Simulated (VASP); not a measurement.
## KF: single point with PBE

Crystal: KF.

```
K F
1.0
     0.05765    2.71044    2.71044
     2.71044    0.05765    2.71044
     2.71044    2.71044    0.05765
K F
1 1
Direct
  0.00000 0.00000 0.00000
  0.50000 0.50000 0.50000
```

```json
{
 "Program": "VASP 6.6.1",
 "Task": "single point",
 "Functional": "PBE",
 "Potentials or basis": "VASP PAW PBE potentials, release 64 (K_sv, F)",
 "Cutoff": "520 eV",
 "k mesh": "8 × 8 × 8",
 "Occupations": "gaussian, width 0.05 eV",
 "Spin": "no spin polarisation",
 "Dipole correction": "no",
 "Further INCAR settings": "ALGO = Normal; EDIFF = 1e-07; NBANDS = 15"
}
```

| Property | Result |
| --- | --- |
| Pressure | 1.0 GPa |
| Band gap on the k mesh | 6.09 eV |

Stress tensor (GPa, compression positive):
```
 1.03 -0.30 -0.30
-0.30  1.03 -0.30
-0.30 -0.30  1.03
```

Levels at points of the mesh, in eV from the valence-band top:
```tsv
k point	band 4	band 5	band 6	band 7	band 8	band 9	band 10	band 11	band 12	band 13
(0.00, 0.00, 0.00)	-9.44	-9.44	-0.03	0.00	0.00	6.09	10.43	10.73	10.73	12.30
(0.50, 0.00, 0.00)	-9.49	-9.48	-0.79	-0.39	-0.34	9.03	10.54	11.88	12.16	14.16
(0.50, 0.50, 0.00)	-9.65	-9.64	-0.23	-0.08	-0.06	8.18	10.22	11.72	13.52	14.13
(0.50, 0.50, 0.50)	-9.47	-9.47	-0.79	-0.31	-0.31	8.92	10.42	11.96	11.96	14.19
```

It took 73 s on 1 thread of Intel Xeon 8259CL, with other jobs on the host, peak memory 0.18 GiB.

A k mesh can miss the band edges. Expect the measured gap to be larger: semilocal functionals such as PBE lack the derivative discontinuity.
